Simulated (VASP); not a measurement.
# GaCo (Pm-3m) in VASP: notebook

GaCo is run at these levels: LDA; tasks: single point.

Program: VASP 6.6.1. These are calculated values, not measurements. Logs are shortened: lines on timing, memory, paths and dates and some standing lists are left out, and cuts for length are marked.

## Step 1: The cell of the first run

The structure is cubic, space group Pm-3m (No. 221). Conventional cell: a = 2.506 Å, b = 2.506 Å, c = 2.506 Å, α = 90.00°, β = 90.00°, γ = 90.00°. Within 2.9 Å of Ga (site symmetry m-3m) lie 8 Co at 2.17 Å and 6 Ga at 2.51 Å. Co (site symmetry m-3m) has 8 Ga at 2.17 Å and 6 Co at 2.51 Å within 2.9 Å.

## Step 2: Single point, LDA, collinear spin, ferromagnetic start (volume scaled by 0.66)

Input file INCAR:

```
SYSTEM = GaCo
PREC = Accurate ; ENCUT = 520
EDIFF = 1E-6 ; ISMEAR = -1
SIGMA = 0.08 ; LREAL = .FALSE.
LASPH = .TRUE. ; NELM = 150
ALGO = Normal ; ISIF = 2
LWAVE = .FALSE. ; LCHARG = .TRUE.
ISPIN = 2 ; MAGMOM = 0 2
LORBIT = 11 ; LMAXMIX = 4
LELF = .TRUE. ; LVHAR = .TRUE.
NBANDS = 22
```

Input file KPOINTS:

```
Automatic mesh
0
G
  11 11 11
  0 0 0
```

Input file POSCAR:

```
GaCo
1.0
    2.5057559375      0.0000000000      0.0000000000
    0.0000000000      2.5057559375      0.0000000000
    0.0000000000      0.0000000000      2.5057559375
Ga Co
1 1
Direct
    0.5000000000      0.5000000000      0.5000000000
    0.0000000000      0.0000000000      0.0000000000
```

Potentials or basis: VASP PAW LDA potentials, release 64 (Ga_d, Co).

Command:

```sh
cat potpaw_LDA.64/Ga_d/POTCAR potpaw_LDA.64/Co/POTCAR > POTCAR
mpirun -np 1 vasp_std > vasp.out
```

OUTCAR:

```text
SYSTEM = GaCo
   PREC = Accurate
   ENCUT = 520
   EDIFF = 1E-6
   ISMEAR = -1
   LREAL = .FALSE.
   LASPH = .TRUE.
   NELM = 150
   ISIF = 2
   ISPIN = 2
   LORBIT = 11

 ion  position               nearest neighbor table
   1  0.500  0.500  0.500-   2 2.17   2 2.17   2 2.17   2 2.17   2 2.17   2 2.17   2 2.17   2 2.17

   2  0.000  0.000  0.000-   1 2.17   1 2.17   1 2.17   1 2.17   1 2.17   1 2.17   1 2.17   1 2.17

  LATTYP: Found a simple cubic cell.
 ALAT       =     2.5057559375

  Lattice vectors:

 A1 = (   2.5057559375,   0.0000000000,   0.0000000000)
 A2 = (   0.0000000000,   2.5057559375,   0.0000000000)
 A3 = (   0.0000000000,   0.0000000000,   2.5057559375)

Analysis of symmetry for initial positions (statically):
=====================================================================
 Subroutine PRICEL returns:
 Original cell was already a primitive cell.

 Routine SETGRP: Setting up the symmetry group for a
 simple cubic supercell.

 Subroutine GETGRP returns: Found 48 space group operations
 (whereof 48 operations were pure point group operations)
 out of a pool of 48 trial point group operations.

The static configuration has the point symmetry O_h .

Analysis of symmetry for dynamics (positions and initial velocities):
=====================================================================
 Subroutine PRICEL returns:
 Original cell was already a primitive cell.

 Routine SETGRP: Setting up the symmetry group for a
 simple cubic supercell.

 Subroutine GETGRP returns: Found 48 space group operations
 (whereof 48 operations were pure point group operations)
 out of a pool of 48 trial point group operations.

The dynamic configuration has the point symmetry O_h .

Analysis of structural, dynamic, and magnetic symmetry:
=====================================================================
 Subroutine PRICEL returns:
 Original cell was already a primitive cell.

 Routine SETGRP: Setting up the symmetry group for a
 simple cubic supercell.

 Subroutine GETGRP returns: Found 48 space group operations
 (whereof 48 operations were pure point group operations)
 out of a pool of 48 trial point group operations.

The overall configuration has the point symmetry O_h .

 Subroutine INISYM returns: Found 48 space group operations
 (whereof 48 operations are pure point group operations),
 and found     1 'primitive' translations

----------------------------------------------------------------------------------------

                                     Primitive cell

  volume of cell :      15.7332

  direct lattice vectors                    reciprocal lattice vectors
     2.505755938  0.000000000  0.000000000     0.399081166  0.000000000  0.000000000
     0.000000000  2.505755938  0.000000000     0.000000000  0.399081166  0.000000000
     0.000000000  0.000000000  2.505755938     0.000000000  0.000000000  0.399081166

  length of vectors
     2.505755938  2.505755938  2.505755938     0.399081166  0.399081166  0.399081166

  position of ions in fractional coordinates (direct lattice)
     0.500000000  0.500000000  0.500000000
     0.000000000  0.000000000  0.000000000

  ion indices of the primitive-cell ions
   primitive index   ion index
                 1           1
                 2           2

----------------------------------------------------------------------------------------

 KPOINTS: Automatic mesh

Automatic generation of k-mesh.
 Grid dimensions read from file:
 generate k-points for:   11   11   11

 Generating k-lattice:

  Cartesian coordinates                     Fractional coordinates (reciprocal lattice)
     0.036280106  0.000000000  0.000000000     0.090909091  0.000000000  0.000000000
     0.000000000  0.036280106  0.000000000     0.000000000  0.090909091  0.000000000
     0.000000000  0.000000000  0.036280106     0.000000000  0.000000000  0.090909091

  Length of vectors
     0.036280106  0.036280106  0.036280106

  Shift w.r.t. Gamma in fractional coordinates (k-lattice)
     0.000000000  0.000000000  0.000000000

 Subroutine IBZKPT returns following result:
 ===========================================

 Found     56 irreducible k-points:

 Following reciprocal coordinates:
            Coordinates               Weight
  0.000000  0.000000  0.000000      1.000000
  0.090909  0.000000  0.000000      6.000000
  0.181818  0.000000  0.000000      6.000000
  0.272727  0.000000  0.000000      6.000000
  0.363636  0.000000  0.000000      6.000000
  0.454545  0.000000  0.000000      6.000000
[... 16 lines left out ...]
  0.181818  0.090909  0.090909     24.000000
  0.272727  0.090909  0.090909     24.000000
 [... further k-points ...]
   k-points           NKPTS =     56   k-points in BZ     NKDIM =     56   number of bands    NBANDS=     22
   number of dos      NEDOS =    301   number of ions     NIONS =      2
   total plane-waves  NPLWV =   8000
   dimension x,y,z NGX =    20 NGY =   20 NGZ =   20
   dimension x,y,z NGXF=    40 NGYF=   40 NGZF=   40
   ions per type =               1   1
   NGX,Y,Z   is equivalent  to a cutoff of  13.27, 13.27, 13.27 a.u.
   NGXF,Y,Z  is equivalent  to a cutoff of  26.54, 26.54, 26.54 a.u.
 SYSTEM =  GaCo
   PREC   = accura    normal or accurate (medium, high low for compatibility)
   ISTART =      0    job   : 0-new  1-cont  2-samecut
   ICHARG =      2    charge: 1-file 2-atom 10-const
   ISPIN  =      2    spin polarized calculation?
   LNONCOLLINEAR =      F non collinear calculations
   LSORBIT =      F    spin-orbit coupling
   LASPH  =      T    aspherical Exc in radial PAW
   ENCUT  =  520.0 eV  38.22 Ry    6.18 a.u.   4.66  4.66  4.66*2*pi/ulx,y,z
   NELM   =    150;   NELMIN=  2; NELMDL= -5     # of ELM steps
   EDIFF  = 0.1E-05   stopping-criterion for ELM
   LREAL  =      F    real-space projection
   EDIFFG = 0.1E-04   stopping-criterion for IOM
   NSW    =      0    number of steps for IOM
   IBRION =     -1    ionic relax: 0-MD 1-quasi-New 2-CG
   NFREE  =      0    steps in history (QN), initial steepest desc. (CG)
   ISIF   =      2    stress and relaxation
   ISYM   =      2    0-nonsym 1-usesym 2-fastsym
   POTIM  = 0.5000    time-step for ionic-motion
   TEBEG  =    0.0;   TEEND  =   0.0 temperature during run
   PSTRESS=    0.0 pullay stress
   NELECT =      22.0000    total number of electrons
   NUPDOWN=      -1.0000    fix difference up-down
   EMIN   =  10.00;   EMAX   =-10.00  energy-range for DOS
   EFERMI =   0.00;   METHOD = LEGACY
   ISMEAR =    -1;   SIGMA  =   0.08  broadening in eV -4-tet -1-fermi 0-gaus
   EFERMI_NEDOS =   21; number of points for ismear=-14 and -15
   IALGO  =     38    algorithm
   IMIX   =      4    mixing-type and parameters
     AMIX     =   0.40;   BMIX     =  1.00
     AMIX_MAG =   1.60;   BMIX_MAG =  1.00
  volume/ion in A,a.u.               =       7.87        53.09
  Fermi-wavevector in a.u.,A,eV,Ry     =   1.830671  3.459466 45.597968  3.351356
  Thomas-Fermi vector in A             =   2.885088
   LORBIT       =     11    0 simple, 1 ext, 2 COOP (PROOUT), +10 PAW based schemes
   GGA     = CA    functional components
   LHFCALC =     F    Hartree Fock is set to
   AEXX    =    0.0000 exact exchange contribution
   IVDW    =     0    specifies the selected vdW correction
   LEPSILON=     F    determine dielectric tensor
   LRPA    =     F    only Hartree local field effects (RPA)
 spin polarized calculation
  energy-cutoff  :      520.00
  volume of cell :       15.73
 maximum number of plane-waves:       441
 NGX is ok and might be reduce to    20
   NGX =  9   NGY =  9   NGZ =  9

 number of electron      22.0000000 magnetization      -0.0010206

 number of electron      22.0000000 magnetization       0.0003484

 Free energy of the ion-electron system (eV)
  ---------------------------------------------------
  ext. energy  EPLUGINS =         0.00000000
  ---------------------------------------------------
  free energy    TOTEN  =       -10.04142235 eV

  energy without entropy =      -10.02521731  energy(sigma->0) =      -10.03331983

 E-fermi :  16.6422     XC(G=0): -16.1773

 val. band max:       16.5917408951   @ k =   0.4545   0.3636   0.2727
 cond. band min:      16.6528279385   @ k =   0.4545   0.3636   0.0909
 fundamental gap:      0.0610870434
 Fermi energy:        16.6422003343

 spin component 1

 k-point     1 :       0.0000    0.0000    0.0000
  band No.  band energies     occupation
      1      -0.2920      1.00000
      2      -0.2920      1.00000
      3       0.4772      1.00000
      4       0.7622      1.00000
      5       0.7622      1.00000
      6       0.7622      1.00000
[... 14 lines left out ...]
     21      50.5850      0.00000
     22      50.5850      0.00000
[... 552 lines left out ...]
  band No.  band energies     occupation
      1      -0.0660      1.00000
      2       0.1478      1.00000
      3       0.5364      1.00000
      4       0.5917      1.00000
      5       0.7551      1.00000
      6       2.8896      1.00000
[... 14 lines left out ...]
     21      45.0984      0.00000
     22      46.5826      0.00000

 [... further k-points ...]

 spin component 2

 k-point     1 :       0.0000    0.0000    0.0000
  band No.  band energies     occupation
      1      -0.2920      1.00000
      2      -0.2920      1.00000
      3       0.4772      1.00000
      4       0.7621      1.00000
      5       0.7621      1.00000
      6       0.7621      1.00000
[... 14 lines left out ...]
     21      50.5852      0.00000
     22      50.5852      0.00000
[... 552 lines left out ...]
  band No.  band energies     occupation
      1      -0.0661      1.00000
      2       0.1478      1.00000
      3       0.5364      1.00000
      4       0.5916      1.00000
      5       0.7550      1.00000
      6       2.8897      1.00000
[... 14 lines left out ...]
     21      45.0986      0.00000
     22      46.5827      0.00000

 [... further k-points ...]
[... 5 lines left out ...]
  --------------------------------------------------------------------------------------
  -------------------------------------------------------------------------------------
  Total       16.7247547     16.7247547     16.7247547      0.0000000     -0.0000000     -0.0000000
  in kB     1703.1544516   1703.1544516   1703.1544516      0.0000000     -0.0000000     -0.0000000
  external PRESSURE =    1703.1544516 kB  Pullay stress =       0.0000000 kB

 VOLUME and BASIS-vectors are now :
 -----------------------------------------------------------------------------
  energy-cutoff  :      520.00
  volume of cell :       15.73
      direct lattice vectors                 reciprocal lattice vectors
     2.505755938  0.000000000  0.000000000     0.399081166  0.000000000  0.000000000
     0.000000000  2.505755938  0.000000000     0.000000000  0.399081166  0.000000000
     0.000000000  0.000000000  2.505755938     0.000000000  0.000000000  0.399081166

 POSITION                                       TOTAL-FORCE (eV/Angst)
 -----------------------------------------------------------------------------------
      1.25288      1.25288      1.25288         0.000000      0.000000      0.000000
      0.00000      0.00000      0.00000         0.000000      0.000000      0.000000
 -----------------------------------------------------------------------------------
    total drift:                               -0.000000      0.000000     -0.000000

  FREE ENERGIE OF THE ION-ELECTRON SYSTEM (eV)
  ---------------------------------------------------
  free  energy   TOTEN  =       -10.0414223537 eV

  energy  without entropy=      -10.0252173120  energy(sigma->0) =      -10.03331983

 total charge

# of ion       s       p       d       tot
------------------------------------------
    1        0.983   1.453  10.326  12.762
    2        0.581   0.911   8.035   9.527
--------------------------------------------------
tot          1.564   2.364  18.361  22.289

 magnetization (x)

# of ion       s       p       d       tot
------------------------------------------
    1       -0.000  -0.000  -0.000  -0.000
    2        0.000   0.000   0.000   0.000
--------------------------------------------------
tot         -0.000  -0.000   0.000   0.000
```

Run time: 15 s. Hardware: 1 thread of Intel Xeon 6975P-C (Granite Rapids), shared host; peak memory 0.14 GiB.

Results:

```yaml
Free_energy: -10.0414 eV
Pressure: 170.3 GPa
Band_gap_on_the_k_mesh: zero (filled and empty bands overlap)
Net_moment: 0.00 μB per cell
```

Caveat: the starting moments collapsed, and a magnetic state may lie lower.

## Step 3: Single point, LDA, collinear spin, ferromagnetic start (volume scaled by 0.66)

Input file INCAR:

```
SYSTEM = GaCo
PREC = Accurate
ENCUT = 520
EDIFF = 1E-6
ISMEAR = -1
SIGMA = 0.08
LREAL = .FALSE.
LASPH = .TRUE.
NELM = 150
ALGO = Normal
ISIF = 2
LWAVE = .FALSE.
LCHARG = .FALSE.
ISPIN = 2
MAGMOM = 0 2
LORBIT = 11
LMAXMIX = 4
GGA = CA
NBANDS = 22
```

KPOINTS is that of step 2.

POSCAR is that of step 2.

Potentials or basis: VASP PAW LDA potentials, release 64 (Ga_d, Co).

Command:

```sh
cat potpaw_LDA.64/Ga_d/POTCAR potpaw_LDA.64/Co/POTCAR > POTCAR
mpirun -np 1 vasp_std > vasp.out
```

It took 14 s on 1 thread of Intel Xeon 6975P-C (Granite Rapids), shared host; peak memory 0.14 GiB.

The run converged. Its results:

| Property | Result |
| --- | --- |
| Free energy | -10.0414 eV |
| Pressure | 170.3 GPa |
| Band gap on the k mesh | zero (filled and empty bands overlap) |
| Net moment | 0.00 μB per cell |

Levels at points of the mesh, in eV from the Fermi level:
Spin up:
```csv
k point,band 8,band 9,band 10,band 11,band 12,band 13,band 14,band 15
"(0.00, 0.00, 0.00)",-4.60,-1.32,-1.32,-1.32,6.81,6.81,6.81,14.46
```
Spin down:
```csv
k point,band 8,band 9,band 10,band 11,band 12,band 13,band 14,band 15
"(0.00, 0.00, 0.00)",-4.60,-1.32,-1.32,-1.32,6.81,6.81,6.81,14.46
```

Caveat: the starting moments collapsed, and a magnetic state may lie lower.

## Step 4: Single point, LDA, collinear spin, ferromagnetic start (volume scaled by 1.25)

Input file INCAR:

```
SYSTEM = GaCo
  PREC = Accurate
  ENCUT = 520
  EDIFF = 1E-7
  ISMEAR = -1
  SIGMA = 0.08
  LREAL = .False.
  LASPH = .True.
  NELM = 150
  ALGO = Normal
  ISIF = 2
  LWAVE = .False.
  LCHARG = .False.
  ISPIN = 2
  MAGMOM = 0 2
  LORBIT = 11
  LMAXMIX = 4
  NBANDS = 22
```

Input file KPOINTS:

```
regular mesh
0
Gamma
  11 11 11
  0 0 0
```

Input file POSCAR:

```
GaCo
1.0
    3.1002315190      0.0000000000      0.0000000000
    0.0000000000      3.1002315190      0.0000000000
    0.0000000000      0.0000000000      3.1002315190
Ga Co
1 1
Direct
    0.5000000000      0.5000000000      0.5000000000
    0.0000000000      0.0000000000      0.0000000000
```

Potentials or basis: VASP PAW LDA potentials, release 64 (Ga_d, Co).

Command:

```sh
cat potpaw_LDA.64/Ga_d/POTCAR potpaw_LDA.64/Co/POTCAR > POTCAR
mpirun -np 1 vasp_std > vasp.out
```

OUTCAR:

```text
SYSTEM = GaCo
   PREC = Accurate
   ENCUT = 520
   EDIFF = 1E-7
   ISMEAR = -1
   LREAL = .False.
   LASPH = .True.
   NELM = 150
   ISIF = 2
   ISPIN = 2
   LORBIT = 11

 ion  position               nearest neighbor table
   1  0.500  0.500  0.500-   2 2.68   2 2.68   2 2.68   2 2.68   2 2.68   2 2.68   2 2.68   2 2.68

   2  0.000  0.000  0.000-   1 2.68   1 2.68   1 2.68   1 2.68   1 2.68   1 2.68   1 2.68   1 2.68

  LATTYP: Found a simple cubic cell.
 ALAT       =     3.1002315190

  Lattice vectors:

 A1 = (   3.1002315190,   0.0000000000,   0.0000000000)
 A2 = (   0.0000000000,   3.1002315190,   0.0000000000)
 A3 = (   0.0000000000,   0.0000000000,   3.1002315190)

Analysis of symmetry for initial positions (statically):
=====================================================================
 Subroutine PRICEL returns:
 Original cell was already a primitive cell.

 Routine SETGRP: Setting up the symmetry group for a
 simple cubic supercell.

 Subroutine GETGRP returns: Found 48 space group operations
 (whereof 48 operations were pure point group operations)
 out of a pool of 48 trial point group operations.

The static configuration has the point symmetry O_h .
[... 792 lines left out ...]
      1      -8.1487      1.00000
      2      -8.1487      1.00000
      3      -7.9679      1.00000
      4      -7.9679      1.00000
      5      -7.9679      1.00000
      6      -3.5658      1.00000
[... 589 lines left out ...]
     21      25.1931      0.00000
     22      26.6983      0.00000

 [... further k-points ...]
[... 5 lines left out ...]
  --------------------------------------------------------------------------------------
  -------------------------------------------------------------------------------------
  Total       -5.7928037     -5.7928037     -5.7928037      0.0000000     -0.0000000      0.0000000
  in kB     -311.4705666   -311.4705666   -311.4705666      0.0000000     -0.0000000      0.0000000
  external PRESSURE =    -311.4705666 kB  Pullay stress =       0.0000000 kB

 VOLUME and BASIS-vectors are now :
 -----------------------------------------------------------------------------
  energy-cutoff  :      520.00
  volume of cell :       29.80
      direct lattice vectors                 reciprocal lattice vectors
     3.100231519  0.000000000  0.000000000     0.322556555  0.000000000  0.000000000
     0.000000000  3.100231519  0.000000000     0.000000000  0.322556555  0.000000000
     0.000000000  0.000000000  3.100231519     0.000000000  0.000000000  0.322556555

 POSITION                                       TOTAL-FORCE (eV/Angst)
 -----------------------------------------------------------------------------------
      1.55012      1.55012      1.55012         0.000000      0.000000      0.000000
      0.00000      0.00000      0.00000         0.000000      0.000000      0.000000
 -----------------------------------------------------------------------------------
    total drift:                                0.000000      0.000000     -0.000000

  FREE ENERGIE OF THE ION-ELECTRON SYSTEM (eV)
  ---------------------------------------------------
  free  energy   TOTEN  =       -11.5601449765 eV

  energy  without entropy=      -11.5227142604  energy(sigma->0) =      -11.54142962

 total charge

# of ion       s       p       d       tot
------------------------------------------
    1        0.865   0.691   9.987  11.543
    2        0.327   0.299   7.405   8.031
--------------------------------------------------
tot          1.192   0.990  17.392  19.574

 magnetization (x)

# of ion       s       p       d       tot
------------------------------------------
    1       -0.000  -0.000  -0.000  -0.000
    2        0.000  -0.000   0.001   0.001
--------------------------------------------------
tot         -0.000  -0.000   0.001   0.001
```

OSZICAR:

```text
N       E                     dE             d eps       ncg     rms          rms(c)
DAV:   1     0.121252336175E+03    0.12125E+03   -0.98638E+03  5430   0.168E+03
DAV:   2    -0.135894455095E+01   -0.12261E+03   -0.11524E+03  5012   0.321E+02
DAV:   3    -0.123094875341E+02   -0.10951E+02   -0.10763E+02  5546   0.800E+01
[... 17 lines left out ...]
DAV:  21    -0.115601432972E+02   -0.13895E-05   -0.85868E-06  7498   0.191E-02    0.280E-03
DAV:  22    -0.115601442258E+02   -0.92862E-06   -0.12715E-05  6412   0.250E-02    0.209E-03
DAV:  23    -0.115601448064E+02   -0.58052E-06   -0.25822E-05  6186   0.356E-02    0.183E-03
DAV:  24    -0.115601449589E+02   -0.15258E-06   -0.42256E-06  7878   0.130E-02    0.932E-04
DAV:  25    -0.115601449765E+02   -0.17611E-07   -0.79454E-07  4758   0.663E-03
   1 F= -.11560145E+02 E0= -.11541430E+02  d E =-.374307E-01  mag=     0.0006
```

stdout:

```text
POSCAR found type information on POSCAR GaCo
 POSCAR found :  2 types and       2 ions
 scaLAPACK will be used
 LDA part: xc-table for (Slater(with rela. corr.)+CA(PZ))
 , standard interpolation
 POSCAR, INCAR and KPOINTS ok, starting setup
 FFT: planning ... GRIDC
 FFT: planning ... GRID_SOFT
 FFT: planning ... GRID
 WAVECAR not read
 entering main loop
```

Wall time 1.8 min (1 thread of Intel Xeon Platinum 8259CL at 2.50GHz (Skylake/Cascade Lake), shared host); peak memory 0.17 GiB.

What came out:

* Free energy: -11.5601 eV
* Pressure: -31.1 GPa
* Band gap on the k mesh: zero (filled and empty bands overlap)
* Net moment: 0.00 μB per cell
* Valence electrons inside the program's atomic spheres: Ga 11.54; Co 8.03

Caveat: the starting moments collapsed, and a magnetic state may lie lower.
